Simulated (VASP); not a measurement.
# Be16H (a cell with a defect) in VASP: single point with PBE

Aim: the single point of Be16H (a cell with a defect) with PBE.

Program: VASP 6.6.1. These are calculated values, not measurements. Logs are shortened: lines on timing, memory, paths and dates and some standing lists are left out, and cuts for length are marked.

**1. The cell of the first run**

The cell holds a defect, 17 atoms: a = 4.580 Å, b = 3.966 Å, c = 7.177 Å, α = 90.00°, β = 90.00°, γ = 90.00°.

**2. Single point, PBE**

The input, INCAR:

```
SYSTEM = Be16H
PREC     = Accurate       ! precision mode
ENCUT    = 520            ! plane-wave cutoff, eV
EDIFF    = 1E-6           ! SCF threshold, eV
ISMEAR   = -1             ! smearing method
SIGMA    = 0.05           ! smearing width, eV
LREAL    = Auto         
LASPH    = .TRUE.         ! aspherical terms in the spheres
NELM     = 60             ! most SCF steps
ALGO     = Normal         ! electronic algorithm
ISIF     = 2              ! what is computed and relaxed
LWAVE    = .FALSE.        ! write WAVECAR
LCHARG   = .TRUE.         ! write CHGCAR
GGA      = PE             ! functional
LELF     = .TRUE.         ! ELF
LVHAR    = .TRUE.       
NBANDS   = 30             ! bands
```

The input, KPOINTS:

```
regular mesh
0
G
  4 4 3
  0 0 0
```

The input, POSCAR:

```
Be16H
1.0
   -2.2900000000     -3.9663960000      0.0000000000
    3.4350000000     -1.9831980000      0.0000000000
    0.0000000000      0.0000000000      7.1768600000
Be H
16 1
Direct
    0.7501634606      0.5070717000     -0.0044065546
    0.4910863611      0.3370530611      0.2536069608
    0.7501993956      0.4936553793      0.5026340335
    0.4983187184      0.3337927360      0.7497137071
    0.4910484286     -0.0053085911     -0.0043541417
    0.2501176388      0.8281221901      0.2509214706
    0.4983173593     -0.0022669386      0.4995424415
    0.2501639222      0.8286128333      0.7468483277
    0.2501312135      0.5036357930     -0.0015188639
    0.0093806918      0.3371629468      0.2536565094
    0.2501923445      0.5029938480      0.5024795094
    0.0019727582      0.3336948854      0.7497230246
    0.0093099582     -0.0053513501     -0.0043786787
    0.7500875647      0.8241826926      0.2536737322
    0.0019283985     -0.0022034455      0.4995361064
    0.7501845922      0.8376704675      0.7465934212
    0.7503357537      0.1649763021      0.1243503945
```

Potentials or basis: VASP PAW PBE potentials, release 64 (Be, H).

Run with:

```sh
$ cat potpaw_PBE.64/Be/POTCAR potpaw_PBE.64/H/POTCAR > POTCAR
$ mpirun -np 1 vasp_std > vasp.out
```

OUTCAR:

```text
SYSTEM = Be16H
   PREC = Accurate
   ENCUT = 520
   EDIFF = 1E-6
   ISMEAR = -1
   LREAL = Auto
   LASPH = .TRUE.
   NELM = 60
   ISIF = 2
   GGA = PE

 ion  position               nearest neighbor table
   1  0.750  0.507  0.996-  16 2.22  12 2.22   4 2.22  14 2.24  13 2.27   5 2.27   9 2.29   9 2.29
                             2 2.30  10 2.30   5 2.35  13 2.35
   2  0.491  0.337  0.254-  11 2.20  10 2.21   7 2.22   3 2.23   9 2.24   6 2.24  14 2.27   5 2.30
                             1 2.30   6 2.30  14 2.35  10 2.37
   3  0.750  0.494  0.503-  12 2.21   4 2.21  14 2.22  16 2.22  10 2.23   2 2.23  15 2.28   7 2.28
                            11 2.29  11 2.29  15 2.31   7 2.31
   4  0.498  0.334  0.750-   3 2.21  11 2.21   1 2.22   5 2.22   9 2.22   7 2.24   8 2.27  12 2.27
                            16 2.28   8 2.30  12 2.31  16 2.31
   5  0.491  0.995  0.996-   8 2.20  13 2.21   4 2.22  16 2.23   6 2.24   9 2.24   1 2.27   2 2.30
                             9 2.30  14 2.30   1 2.35  13 2.37
   6  0.250  0.828  0.251-  11 2.22   7 2.22  15 2.22   9 2.22  10 2.24  13 2.24   5 2.24   2 2.24
                            14 2.29  14 2.29  10 2.30   2 2.30
   7  0.498  0.998  0.500-  16 2.21   8 2.21  14 2.22   2 2.22   6 2.22   4 2.24  11 2.27  15 2.27
                             3 2.28  11 2.30  15 2.31   3 2.31
   8  0.250  0.829  0.747-  11 2.18  13 2.20   5 2.20   7 2.21  15 2.21   9 2.22   4 2.27  12 2.27
                            16 2.29  16 2.29  12 2.30   4 2.30
   9  0.250  0.504  0.998-   8 2.22  12 2.22   4 2.22   6 2.22  10 2.24   2 2.24  13 2.24   5 2.24
                             1 2.29   1 2.29  13 2.30   5 2.30
  10  0.009  0.337  0.254-  11 2.20   2 2.21  15 2.22   3 2.23   9 2.24   6 2.24  14 2.27  13 2.30
                             6 2.30   1 2.30  14 2.36   2 2.37
  11  0.250  0.503  0.502-   8 2.18  10 2.20   2 2.20   4 2.21  12 2.21   6 2.22   7 2.27  15 2.27
                             3 2.29   3 2.29   7 2.30  15 2.30
  12  0.002  0.334  0.750-   3 2.21  11 2.21   1 2.22  13 2.22   9 2.22  15 2.24   8 2.27   4 2.27
                            16 2.28   8 2.30   4 2.31  16 2.31
  13  0.009  0.995  0.996-   8 2.20   5 2.21  12 2.22  16 2.23   6 2.24   9 2.24   1 2.27  10 2.30
                             9 2.30  14 2.30   1 2.35   5 2.37
  14  0.750  0.824  0.254-   3 2.22   7 2.22  15 2.22   1 2.24   2 2.27  10 2.27   6 2.29   6 2.29
                             5 2.30  13 2.30   2 2.35  10 2.36
  15  0.002  0.998  0.500-  16 2.21   8 2.21  14 2.22  10 2.22   6 2.22  12 2.24  11 2.27   7 2.27
                             3 2.28  11 2.30   7 2.31   3 2.31
  16  0.750  0.838  0.747-  15 2.21   7 2.21   1 2.22   3 2.22  13 2.23   5 2.23  12 2.28   4 2.28
                             8 2.29   8 2.29   4 2.31  12 2.31
  17  0.750  0.165  0.124-

  LATTYP: Found a simple orthorhombic cell.
 ALAT       =     3.9663962620
 B/A-ratio  =     1.1547004875
 C/A-ratio  =     1.8094157835

  Lattice vectors:

 A1 = (  -3.4350000000,   1.9831980000,   0.0000000000)
 A2 = (  -2.2900000000,  -3.9663960000,   0.0000000000)
 A3 = (   0.0000000000,   0.0000000000,   7.1768600000)

Analysis of symmetry for initial positions (statically):
=====================================================================
 Subroutine PRICEL returns:
 Original cell was already a primitive cell.

 Routine SETGRP: Setting up the symmetry group for a
 simple orthorhombic supercell.

 Subroutine GETGRP returns: Found  1 space group operations
 (whereof  1 operations were pure point group operations)
 out of a pool of  8 trial point group operations.

The static configuration has the point symmetry C_1 .

Analysis of symmetry for dynamics (positions and initial velocities):
=====================================================================
 Subroutine PRICEL returns:
 Original cell was already a primitive cell.

 Routine SETGRP: Setting up the symmetry group for a
 simple orthorhombic supercell.

 Subroutine GETGRP returns: Found  1 space group operations
 (whereof  1 operations were pure point group operations)
 out of a pool of  8 trial point group operations.

The dynamic configuration has the point symmetry C_1 .

 Subroutine INISYM returns: Found  1 space group operations
 (whereof  1 operations are pure point group operations),
 and found     1 'primitive' translations

----------------------------------------------------------------------------------------

                                     Primitive cell

  volume of cell :     130.3755

  direct lattice vectors                    reciprocal lattice vectors
    -2.290000000 -3.966396000  0.000000000    -0.109170306 -0.189088533  0.000000000
     3.435000000 -1.983198000  0.000000000     0.218340611 -0.126059022  0.000000000
     0.000000000  0.000000000  7.176860000     0.000000000  0.000000000  0.139336702
[... 56 lines left out ...]
     0.000000000  0.000000000  0.046445567     0.000000000  0.000000000  0.333333333

  Length of vectors
     0.054585156  0.063029507  0.046445567

  Shift w.r.t. Gamma in fractional coordinates (k-lattice)
     0.000000000  0.000000000  0.000000000

 Subroutine IBZKPT returns following result:
 ===========================================

 Found     26 irreducible k-points:

 Following reciprocal coordinates:
            Coordinates               Weight
  0.000000  0.000000  0.000000      1.000000
  0.250000  0.000000  0.000000      2.000000
  0.500000  0.000000  0.000000      1.000000
  0.000000  0.250000  0.000000      2.000000
  0.250000  0.250000  0.000000      2.000000
 -0.250000  0.250000  0.000000      2.000000
[... 16 lines left out ...]
  0.000000  0.500000  0.333333      2.000000
  0.250000  0.500000  0.333333      2.000000
 [... further k-points ...]
   k-points           NKPTS =     26   k-points in BZ     NKDIM =     26   number of bands    NBANDS=     30
   number of dos      NEDOS =    301   number of ions     NIONS =     17
   total plane-waves  NPLWV =  58320
   dimension x,y,z NGX =    36 NGY =   30 NGZ =   54
   dimension x,y,z NGXF=    72 NGYF=   60 NGZF=  108
   ions per type =              16   1
   NGX,Y,Z   is equivalent  to a cutoff of  13.07, 12.57, 12.51 a.u.
   NGXF,Y,Z  is equivalent  to a cutoff of  26.13, 25.15, 25.02 a.u.
 SYSTEM =  Be16H
   PREC   = accura    normal or accurate (medium, high low for compatibility)
   ISTART =      0    job   : 0-new  1-cont  2-samecut
   ICHARG =      2    charge: 1-file 2-atom 10-const
   ISPIN  =      1    spin polarized calculation?
   LNONCOLLINEAR =      F non collinear calculations
   LSORBIT =      F    spin-orbit coupling
   LASPH  =      T    aspherical Exc in radial PAW
   ENCUT  =  520.0 eV  38.22 Ry    6.18 a.u.   8.52  7.37 13.34*2*pi/ulx,y,z
   NELM   =     60;   NELMIN=  2; NELMDL= -5     # of ELM steps
   EDIFF  = 0.1E-05   stopping-criterion for ELM
   LREAL  =      T    real-space projection
   EDIFFG = 0.1E-04   stopping-criterion for IOM
   NSW    =      0    number of steps for IOM
   IBRION =     -1    ionic relax: 0-MD 1-quasi-New 2-CG
   NFREE  =      0    steps in history (QN), initial steepest desc. (CG)
   ISIF   =      2    stress and relaxation
   ISYM   =      2    0-nonsym 1-usesym 2-fastsym
   POTIM  = 0.5000    time-step for ionic-motion
   TEBEG  =    0.0;   TEEND  =   0.0 temperature during run
   PSTRESS=    0.0 pullay stress
   NELECT =      33.0000    total number of electrons
   NUPDOWN=      -1.0000    fix difference up-down
   EMIN   =  10.00;   EMAX   =-10.00  energy-range for DOS
   EFERMI =   0.00;   METHOD = LEGACY
   ISMEAR =    -1;   SIGMA  =   0.05  broadening in eV -4-tet -1-fermi 0-gaus
   EFERMI_NEDOS =   21; number of points for ismear=-14 and -15
   IALGO  =     38    algorithm
   IMIX   =      4    mixing-type and parameters
     AMIX     =   0.40;   BMIX     =  1.00
     AMIX_MAG =   1.60;   BMIX_MAG =  1.00
  volume/ion in A,a.u.               =       7.67        51.75
  Fermi-wavevector in a.u.,A,eV,Ry     =   1.035573  1.956950 14.591049  1.072412
  Thomas-Fermi vector in A             =   2.169923
   LORBIT       =      0    0 simple, 1 ext, 2 COOP (PROOUT), +10 PAW based schemes
   GGA     = PE    functional components
   LHFCALC =     F    Hartree Fock is set to
   AEXX    =    0.0000 exact exchange contribution
   IVDW    =     0    specifies the selected vdW correction
   LEPSILON=     F    determine dielectric tensor
   LRPA    =     F    only Hartree local field effects (RPA)
 non-spin polarized calculation
  energy-cutoff  :      520.00
  volume of cell :      130.38
 maximum number of plane-waves:      3529
 NGX is ok and might be reduce to    36
   NGX = 17   NGY = 15   NGZ = 27

 number of electron      33.0000000 magnetization

 Free energy of the ion-electron system (eV)
  ---------------------------------------------------
  ext. energy  EPLUGINS =         0.00000000
  ---------------------------------------------------
  free energy    TOTEN  =       -61.72433834 eV

  energy without entropy =      -61.70652127  energy(sigma->0) =      -61.71542980

 E-fermi :   7.5321     XC(G=0): -10.5854

 val. band max:        7.4563515964   @ k =   0.2500   0.0000   0.0000
 cond. band min:       7.5979180051   @ k =   0.5000   0.0000   0.0000
 fundamental gap:      0.1415664087
 Fermi energy:         7.5321262234

 k-point     1 :       0.0000    0.0000    0.0000
  band No.  band energies     occupation
      1      -5.1872      2.00000
      2      -3.0156      2.00000
      3      -2.1744      2.00000
      4      -0.2037      2.00000
      5       0.9661      2.00000
      6       1.5595      2.00000
[... 733 lines left out ...]
     27      13.2259      0.00000
     28      13.4149      0.00000

 [... further k-points ...]

 [bands above 28 left out]

------------------------ aborting loop because EDIFF is reached ----------------------------------------

  FORCE on cell =-STRESS in cart. coord.  units (eV):
  Direction    XX          YY          ZZ          XY          YZ          ZX
  --------------------------------------------------------------------------------------
  -------------------------------------------------------------------------------------
  Total        0.5451628     -0.3166981     -0.5000078     -0.7473541      0.2095282     -0.3617228
  in kB        6.6994747     -3.8918847     -6.1445672     -9.1841925      2.5748798     -4.4451914
  external PRESSURE =      -1.1123257 kB  Pullay stress =       0.0000000 kB

 VOLUME and BASIS-vectors are now :
 -----------------------------------------------------------------------------
  energy-cutoff  :      520.00
  volume of cell :      130.38
      direct lattice vectors                 reciprocal lattice vectors
    -2.290000000 -3.966396000  0.000000000    -0.109170306 -0.189088533  0.000000000
     3.435000000 -1.983198000  0.000000000     0.218340611 -0.126059022  0.000000000
     0.000000000  0.000000000  7.176860000     0.000000000  0.000000000  0.139336702

 POSITION                                       TOTAL-FORCE (eV/Angst)
 -----------------------------------------------------------------------------------
      0.02392     -3.98107      7.14523         0.000845     -0.000255      0.000116
      0.03319     -2.61629      1.82010         0.002125      0.000907     -0.001680
     -0.02225     -3.95460      3.60733         0.006424     -0.002477      0.001960
      0.00543     -2.63851      5.38059        -0.002592     -0.000417     -0.000516
      2.29226     -3.92036      7.14561        -0.002147      0.002096      0.002393
      2.27183     -2.63440      1.80083        -0.004442      0.000259      0.001930
[... 9 lines left out ...]
      1.15948     -4.63680      5.35820        -0.003232      0.002775     -0.000652
     -1.15158     -3.30331      0.89245         0.003667     -0.000878      0.003158
 -----------------------------------------------------------------------------------
    total drift:                               -0.000478      0.000213      0.000044

  FREE ENERGIE OF THE ION-ELECTRON SYSTEM (eV)
  ---------------------------------------------------
  free  energy   TOTEN  =       -61.7243383374 eV

  energy  without entropy=      -61.7065212715  energy(sigma->0) =      -61.71542980
```

Wall time 4.1 min (1 thread of Intel Xeon 8259CL, shared host); peak memory 0.26 GiB.

What came out:

| Quantity | Value |
| --- | --- |
| Free energy | -61.7243 eV |
| Pressure | -0.1 GPa |
| Largest force | 0.007 eV/Å |
| Band gap on the k mesh | zero (an odd number of electrons rules out a gap without spin polarisation) |

Forces on the atoms (eV/Å):
```
Be   0.001  0.000  0.000
Be   0.002  0.001 -0.002
Be   0.006 -0.002  0.002
Be  -0.003  0.000 -0.001
Be  -0.002  0.002  0.002
Be  -0.004  0.000  0.002
Be   0.001 -0.003  0.000
Be   0.002 -0.001 -0.001
Be   0.000 -0.002 -0.005
Be   0.000  0.003 -0.004
Be  -0.001  0.002  0.001
Be   0.001  0.000 -0.001
Be  -0.002  0.001  0.004
Be  -0.002 -0.001 -0.001
Be   0.000  0.000  0.000
Be  -0.003  0.003 -0.001
H    0.004 -0.001  0.003
```

Stress tensor (GPa, compression positive):
```
 0.67 -0.92 -0.44
-0.92 -0.39  0.26
-0.44  0.26 -0.61
```

Levels at points of the mesh, in eV from the Fermi level:
| k point | band 12 | band 13 | band 14 | band 15 | band 16 | band 17 | band 18 | band 19 | band 20 | band 21 |
| --- | --- | --- | --- | --- | --- | --- | --- | --- | --- | --- |
| (0.00, 0.00, 0.00) | -4.37 | -4.25 | -3.81 | -0.16 | -0.15 | 0.20 | 0.28 | 0.64 | 0.91 | 0.92 |
| (0.50, 0.00, 0.00) | -2.72 | -2.71 | -2.68 | -2.56 | -2.41 | -0.53 | 0.07 | 0.10 | 0.29 | 0.43 |
| (0.00, 0.50, 0.00) | -4.19 | -3.83 | -3.83 | -2.95 | -2.76 | 0.07 | 0.36 | 0.53 | 0.61 | 0.75 |
| (0.50, 0.50, 0.00) | -6.59 | -1.75 | -1.09 | -1.06 | -1.05 | 0.24 | 0.27 | 0.40 | 0.49 | 3.86 |

Caveat: the k points lie up to 0.40 Å⁻¹ apart, too coarse for converged energies and pressures of a metal.
